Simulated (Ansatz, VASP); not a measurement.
**Two plane-wave programs on LiF**

```
Li F
1.0
     0.00000    1.91330    1.96365
     1.91330    0.00000    1.96365
     1.91330    1.91330    0.00000
Li F
1 1
Direct
  0.00000 0.00000 0.00000
  0.50000 0.50000 0.50000
```

Change from the starting cell: strain -0.050 along x and y, -0.025 along z, atoms carried along.

Alike in both runs: task single point; functional PBE; k mesh 10 × 10 × 10; occupations gaussian, width 0.05 eV; no spin polarisation.

|  | VASP | Ansatz |
| --- | --- | --- |
| version | VASP 6.6.1 | Ansatz 0.2.0 |
| potentials or method | VASP PAW PBE potentials, release 64 (Li_sv, F), cutoff 520 eV | scalar-relativistic, plane waves, PAW |
| valence electrons in the cell | 10 | 10 |

|  | VASP | Ansatz | Ansatz less VASP |
| --- | --- | --- | --- |
| gap on the k mesh at the Fermi level (eV) | 10.28 | 10.28 | -0.003 |
| least direct gap on the mesh (eV) | 10.28 | 10.28 | -0.003 |

Noted on VASP's run: the cutoff is short for stress, so the pressure is rough.
